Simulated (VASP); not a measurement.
The system is Co.

```
Co
1.0
     2.49352    0.00000    0.00000
    -1.24676    2.15945    0.00000
     0.00000    0.00000    4.02778
Co
2
Direct
  0.33333 0.66667 0.25000
  0.66667 0.33333 0.75000
```

Base run:

- Program: VASP 6.6.1
- Functional: PBE
- Potentials or basis: VASP PAW PBE potentials, release 64 (Co)
- Cutoff: 520 eV
- k mesh: 14 × 14 × 8
- Occupations: gaussian, width 0.6 eV
- Spin: collinear spin, ferromagnetic start
- Starting moments: [1.69, 1.69] μB

Its results: pressure 0.2 GPa; net moment 3.02 μB per cell; site moments Co +1.52 μB.

Q: The run is repeated on the same cell with these changes: occupations from gaussian, width 0.6 eV to gaussian, width 1 eV. What comes out?

A: Pressure -1.2 GPa; net moment 1.51 μB per cell; site moments Co +0.76 μB.

Caveats: so wide a smearing shifts energies and pressures.
